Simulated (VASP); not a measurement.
Write the native input for VASP 6.6.1 that does the following.

| Property | Result |
| --- | --- |
| Task | single point |
| Functional | PBE |
| Potentials or basis | VASP PAW PBE potentials, release 64 (Pt) |
| Cutoff | 520 eV |
| k mesh | 18 × 18 × 10 |
| Occupations | gaussian, width 0.15 eV |
| Spin | no spin polarisation |
| Dipole correction | no |
| Further INCAR settings | ALGO = Fast; EDIFF = 1e-06; NBANDS = 17 |

The structure of Pt lies in POSCAR:

```
Pt
1.0
    3.1723205569      0.0000000000      0.0000000000
   -1.5861602785      2.5084136529      0.0000000000
    0.0000000000      0.0000000000      4.7813829983
Pt
2
Direct
    0.6666666667      0.3333333333      0.7500000000
    0.3333333333      0.6666666667      0.2500000000
```

This cell differs from its parent crystal: normal strain along x +0.1500, normal strain along y +0.0500.

One way to write it, as run:

INCAR

```
SYSTEM = Pt
ALGO = Fast ; EDIFF = 1E-6
ENCUT = 520 ; GGA = PE
ISIF = 2 ; ISMEAR = 0
LASPH = .TRUE. ; LCHARG = .FALSE.
LREAL = .FALSE. ; LWAVE = .FALSE.
NBANDS = 17 ; NELM = 80
PREC = Accurate ; SIGMA = 0.15
```

KPOINTS

```
k-points
0
G
  18 18 10
  0 0 0
```

Potentials or basis: VASP PAW PBE potentials, release 64 (Pt).

Command:

```bash
$ cat potpaw_PBE.64/Pt/POTCAR > POTCAR
$ mpirun -np 1 vasp_std > vasp.out
```

It gave:

```
Pressure               : -26.4 GPa
Largest force          : 0.055 eV/Å
Band gap on the k mesh : zero (bands 10 and 11 overlap by 0.83 eV)
```

Caveat: the cell differs from its parent crystal (normal strain along x +0.1500, normal strain along y +0.0500); the cell stands under tension; spin-orbit coupling is left out, which moves the levels of the heavy elements.

Wall time 6.8 min on 1 thread of Intel Xeon 8259CL, with other jobs on the host, peak memory 0.36 GiB.
